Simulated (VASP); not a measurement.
A run of VASP 6.6.1:

File INCAR:

```
SYSTEM = CdS
PREC     = Accurate       ! precision mode
ENCUT    = 500            ! plane-wave cutoff, eV
EDIFF    = 1E-6           ! SCF threshold, eV
ISMEAR   = 0              ! smearing method
SIGMA    = 0.02           ! smearing width, eV
LREAL    = .FALSE.        ! projectors in reciprocal space
LASPH    = .TRUE.         ! aspherical terms in the spheres
NELM     = 120            ! most SCF steps
ALGO     = Normal         ! electronic algorithm
ISIF     = 2              ! what is computed and relaxed
LWAVE    = .FALSE.        ! write WAVECAR
LCHARG   = .FALSE.        ! write CHGCAR
GGA      = CA             ! functional
NBANDS   = 16             ! bands
GGA_COMPAT= .FALSE.
```

File KPOINTS:

```
Automatic mesh
0
G
  8 8 8
  0 0 0
```

Contents of POSCAR:

```
CdS
1.0
    0.0000000000      2.8782482540      2.8782482540
    2.8782482540      0.0000000000      2.8782482540
    2.8782482540      2.8782482540      0.0000000000
Cd S
1 1
Direct
    0.0000000000      0.0000000000      0.0000000000
    0.2500000000      0.2500000000      0.2500000000
```

Potentials or basis: VASP PAW LDA potentials, release 64 (Cd, S).

Command:

```console
$ cat potpaw_LDA.64/Cd/POTCAR potpaw_LDA.64/S/POTCAR > POTCAR
$ mpirun -np 1 vasp_std > vasp.out
```

Hardware: 1 thread of Intel Xeon 8259CL, on a shared host.

Q: Estimate the wall time of this run.

A: Run time: 44 s on 1 thread of Intel Xeon 8259CL (shared host), peak memory 0.16 GiB. Counts: scf iterations 13, k points 29.
